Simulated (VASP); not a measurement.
Write the native input for VASP 6.6.1 that does the following.

- Task: single point
- Functional: PBE
- Potentials or basis: VASP PAW PBE potentials, release 64 (Re)
- Cutoff: 520 eV
- k mesh: 10 × 10 × 10
- Occupations: gaussian, width 0.15 eV
- Spin: no spin polarisation
- Dipole correction: no
- Further INCAR settings: ALGO = Normal; EDIFF = 1e-07; NBANDS = 10

The structure of Re lies in POSCAR:

```
Re
1.0
    0.0000000000      2.2846612147      1.4375088363
    2.2846612147      0.0000000000      1.4375088363
    2.2846612147      2.2846612147      0.0000000000
Re
1
Direct
    0.0000000000      0.0000000000      0.0000000000
```

This cell differs from its parent crystal: volume 15.007 Å^3 an atom, c/a of the conventional cell 0.6292.

One way to write it, as run:

INCAR

```
SYSTEM = Re
PREC = Accurate
ENCUT = 520
EDIFF = 1E-7
ISMEAR = 0
SIGMA = 0.15
LREAL = .False.
LASPH = .True.
NELM = 80
ALGO = Normal
ISIF = 2
LWAVE = .False.
LCHARG = .False.
GGA = PE
NBANDS = 10
```

KPOINTS

```
regular mesh
0
Gamma
  10 10 10
  0 0 0
```

Potentials or basis: VASP PAW PBE potentials, release 64 (Re).

Command:

```bash
$ cat potpaw_PBE.64/Re/POTCAR > POTCAR
$ mpirun -np 1 vasp_std > vasp.out
```

It gave:

| Property | Result |
| --- | --- |
| Pressure | 2.7 GPa |

Wall time 23 s on 1 thread of AMD EPYC 7R43 64-Core Processor (Zen 3), on a shared host, peak memory 0.1 GiB.
